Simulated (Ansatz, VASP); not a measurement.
## Two plane-wave programs on SnO

File INCAR:

```
SYSTEM = SnO
PREC = Accurate
ENCUT = 520
EDIFF = 1E-7
ISMEAR = 0
SIGMA = 0.15
LREAL = .FALSE.
LASPH = .TRUE.
NELM = 60
ALGO = Normal
ISIF = 2
LWAVE = .FALSE.
LCHARG = .FALSE.
NBANDS = 28
```

The input KPOINTS:

```
regular mesh
0
G
  10 10 8
  0 0 0
```

The input POSCAR:

```
SnO
1.0
    3.7093000000      0.0000000000      0.0000000000
    0.0000000000      3.7093000000      0.0000000000
    0.0000000000      0.0000000000      4.8890000000
Sn O
2 2
Direct
    0.0000000000      0.5000000000      0.2455950842
    0.5000000000      0.0000000000      0.7544049158
    0.0000000000      0.0000000000      0.0000000000
    0.5000000000      0.5000000000      0.0000000000
```

Input for Ansatz:

```yaml
crystal:
  lattice:
    - [3.7093, 0.0, 0.0]
    - [0.0, 3.7093, 0.0]
    - [0.0, 0.0, 4.889]
  atoms:
    - { symbol: Sn, position: [0.0, 0.5, 0.2455950842] }
    - { symbol: Sn, position: [0.5, 0.0, 0.7544049158] }
    - { symbol: O, position: [0.0, 0.0, 0.0] }
    - { symbol: O, position: [0.5, 0.5, 0.0] }
basis:
  ecutwfc: 520.0
kpoints:
  mp_grid: { grid: [10, 10, 8] }
hamiltonian:
  xc: lda
  pseudopotentials: { kind: paw, azcp: { folder: soft_1 } }
scf:
  occupations: { method: gaussian, width: 0.15 }
output:
  forces: true
  stress: true
  eigenvalues: true
```

Alike in both runs: task single point; functional LDA; k mesh 10 × 10 × 8; occupations gaussian, width 0.15 eV; no spin polarisation.

|  | VASP | Ansatz |
| --- | --- | --- |
| version | VASP 6.6.1 | Ansatz 0.2.0 |
| potentials or method | VASP PAW LDA potentials, release 64 (Sn_d, O), cutoff 520 eV | scalar-relativistic, plane waves, PAW |
| valence electrons in the cell | 40 | 40 |

Ansatz gave:

| Property | Result |
| --- | --- |
| gap on the k mesh at the Fermi level (eV) | none |
| pressure (GPa) | -1.1 |
| traceless stress, the component that is largest in VASP (GPa) | -3.52 |
| rms of the force components (eV/Å) | 0.250 |

Task: Estimate VASP's values.

Result: gap on the k mesh at the Fermi level (eV): none; pressure (GPa): -0.6; traceless stress, the component that is largest in VASP (GPa): -3.48; rms of the force components (eV/Å): 0.193.

Ansatz warns that its potentials were made for another functional, while VASP's fit it. LDA's correlation is that of Perdew and Zunger in VASP and of Perdew and Wang (1992) in Ansatz. Atom by atom the forces differ by 0.057 eV/Å (rms over components). A gap of «none» marks a metal or a gap that the smearing closes.
